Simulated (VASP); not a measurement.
Input of a VASP 6.6.1 run:

The input INCAR:

```
SYSTEM = Bi2Te3
PREC     = Accurate       ! precision mode
ENCUT    = 520            ! plane-wave cutoff, eV
EDIFF    = 1E-8           ! SCF threshold, eV
ISMEAR   = -1             ! smearing method
SIGMA    = 0.08           ! smearing width, eV
LREAL    = .False.        ! projectors in reciprocal space
LASPH    = .True.         ! aspherical terms in the spheres
NELM     = 80             ! most SCF steps
ALGO     = Normal         ! electronic algorithm
ISIF     = 2              ! what is computed and relaxed
LWAVE    = .False.        ! write WAVECAR
LCHARG   = .False.        ! write CHGCAR
GGA      = PE             ! functional
LEFG     = .True.       
NBANDS   = 32             ! bands
```

File KPOINTS:

```
regular mesh
0
Gamma
  7 7 7
  0 0 0
```

POSCAR

```
Bi2Te3
1.0
    2.1782819904      1.2576316935     10.0974419711
   -2.1782819904      1.2576316935     10.0974419711
    0.0000000000     -2.5152633870     10.0974419711
Bi Te
2 3
Direct
    0.4000000000      0.4000000000      0.4000000000
    0.6000000000      0.6000000000      0.6000000000
    0.0000000000      0.0000000000      0.0000000000
    0.2095000000      0.2095000000      0.2095000000
    0.7905000000      0.7905000000      0.7905000000
```

Potentials or basis: VASP PAW PBE potentials, release 64 (Bi_d, Te).

The run is started by

```bash
$ cat potpaw_PBE.64/Bi_d/POTCAR potpaw_PBE.64/Te/POTCAR > POTCAR
$ mpirun -np 1 vasp_std > vasp.out
```

**Question.** Estimate the largest force.

**Answer.** 0.100 eV/Å.

**Question.** Predict the band gap on the k mesh.

**Answer.** 0.27 eV.

Stress tensor (GPa, compression positive):
```
3.10 0.00 0.00
0.00 3.10 0.00
0.00 0.00 2.97
```

Caveat: the cell stands under pressure; without QUAD_EFG the Cq values of the log hold for a quadrupole moment of 1 mb, not for the nuclei; spin-orbit coupling is left out, which moves the levels of the heavy elements; an odd mesh through Γ misses points on the zone boundary, where band edges can lie.
